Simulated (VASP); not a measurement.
Write the native input for VASP 6.6.1 that does the following.

- Task: single point
- Functional: PBE
- Potentials or basis: VASP PAW PBE potentials, release 64 (Er_3, Al, F), 4f in core
- Cutoff: 600 eV
- k mesh: 6 × 6 × 2
- Occupations: gaussian, width 0.2 eV
- Spin: no spin polarisation
- Dipole correction: no
- Mended: yes
- Further INCAR settings: ALGO = Normal; EDIFF = 1e-06; NBANDS = 36

The structure of ErAlF2 lies in POSCAR:

```
ErAlF2
1.0
    3.7740037374      0.0000000000      0.0000000000
   -1.8870018687      3.2683831106      0.0000000000
    0.0000000000      0.0000000000     12.7174897669
Er Al F
2 2 4
Direct
    0.0000000000      0.0000000000      0.5000000000
    0.0000000000      0.0000000000      0.0000000000
    0.6666666667      0.3333333333      0.2500000000
    0.3333333333      0.6666666667      0.7500000000
    0.3333333333      0.6666666667      0.4571429017
    0.6666666667      0.3333333333      0.9571429017
    0.3333333333      0.6666666667      0.0428570983
    0.6666666667      0.3333333333      0.5428570983
```

The input as run:

INCAR

```
PREC     = Accurate       # precision mode
ENCUT    = 600            # plane-wave cutoff, eV
EDIFF    = 1E-6           # SCF threshold, eV
ISMEAR   = 0              # smearing method
SIGMA    = 0.2            # smearing width, eV
LREAL    = F              # projectors in reciprocal space
LASPH    = T              # aspherical terms in the spheres
NELM     = 200            # most SCF steps
ALGO     = Normal         # electronic algorithm
ISIF     = 2              # what is computed and relaxed
LWAVE    = F              # write WAVECAR
LCHARG   = F              # write CHGCAR
GGA      = PE             # functional
NBANDS   = 36             # bands
GGA_COMPAT= F            
LMAXMIX  = 6              # l up to which the mixer works
```

KPOINTS

```
Automatic mesh
0
Gamma
  6 6 2
```

Potentials or basis: VASP PAW PBE potentials, release 64 (Er_3, Al, F), 4f in core.

Run with:

```bash
$ cat potpaw_PBE.64/Er_3/POTCAR potpaw_PBE.64/Al/POTCAR potpaw_PBE.64/F/POTCAR > POTCAR
$ mpirun -np 1 vasp_std > vasp.out
```

Results of the run:

```
Pressure               : 0.5 GPa
Largest force          : 0.048 eV/Å
Band gap on the k mesh : zero (bands 26 and 27 overlap by 0.40 eV)
```

Caveat: spin-orbit coupling is left out, which moves the levels of the heavy elements; the 4f electrons are frozen in the core, so they carry no moment and show no levels; the run has no spin polarisation, though such a crystal can be magnetic.

Run time: 60 s on 1 thread of AMD EPYC 9R45 96-Core Processor (Zen 5), on a shared host, peak memory 0.31 GiB.
